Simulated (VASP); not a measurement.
Here is a VASP 6.6.1 calculation.

Contents of POSCAR:

```
GePt
1.0
    5.7560126200      0.0000000000      0.0000000000
    0.0000000000      3.7300318100      0.0000000000
    0.0000000000      0.0000000000      6.1115638700
Ge Pt
4 4
Direct
    0.8139321600      0.7500000000      0.5880128600
    0.1860678400      0.2500000000      0.4119871400
    0.3139321600      0.7500000000      0.9119871400
    0.6860678400      0.2500000000      0.0880128600
    0.0018518400      0.7500000000      0.1927088600
    0.9981481600      0.2500000000      0.8072911400
    0.5018518400      0.7500000000      0.3072911400
    0.4981481600      0.2500000000      0.6927088600
```

INCAR.step1

```
PREC = Accurate
ENCUT = 520
ISMEAR = 0
SIGMA = 0.1
LREAL = False
LASPH = True
NELM = 100
NBANDS = 58
GGA = PE
ALGO = Normal
EDIFF = 1E-4
LWAVE = True
LCHARG = False
```

INCAR.step2

```
PREC = Accurate
ENCUT = 520
EDIFF = 1E-6
ISMEAR = 0
SIGMA = 0.1
LREAL = False
LASPH = True
NELM = 100
ALGO = Normal
ISIF = 2
LWAVE = False
LCHARG = False
METAGGA = R2SCAN
LMIXTAU = True
NBANDS = 58
ISTART = 1
```

File KPOINTS:

```
Automatic mesh
0
Gamma
  4 6 4
```

Potentials or basis: VASP PAW PBE potentials, release 64 (Ge_d, Pt).

The run is started by

```sh
$ cat potpaw_PBE.64/Ge_d/POTCAR potpaw_PBE.64/Pt/POTCAR > POTCAR
$ cp INCAR.step1 INCAR
$ mpirun -np 1 vasp_std > vasp.out
$ cp INCAR.step2 INCAR
$ mpirun -np 1 vasp_std > vasp.out
```

Problem. Predict the pressure.

Solution. 0.1 GPa.

Problem. Estimate the band gap on the k mesh.

Solution. Zero (band 48 reaches 10.18 eV, above the bottom of band 49 at 8.95 eV).

Problem. Estimate the largest force.

Solution. 0.037 eV/Å.

Forces on the atoms (eV/Å):
```
Ge   0.035  0.000 -0.012
Ge  -0.035  0.000  0.012
Ge   0.035  0.000  0.012
Ge  -0.035  0.000 -0.012
Pt   0.021  0.000  0.028
Pt  -0.021  0.000 -0.028
Pt   0.021  0.000 -0.028
Pt  -0.021  0.000  0.028
```

Caveat: the PAW data sets were made with another functional, which shifts forces and pressure a little; spin-orbit coupling is left out, which moves the levels of the heavy elements.
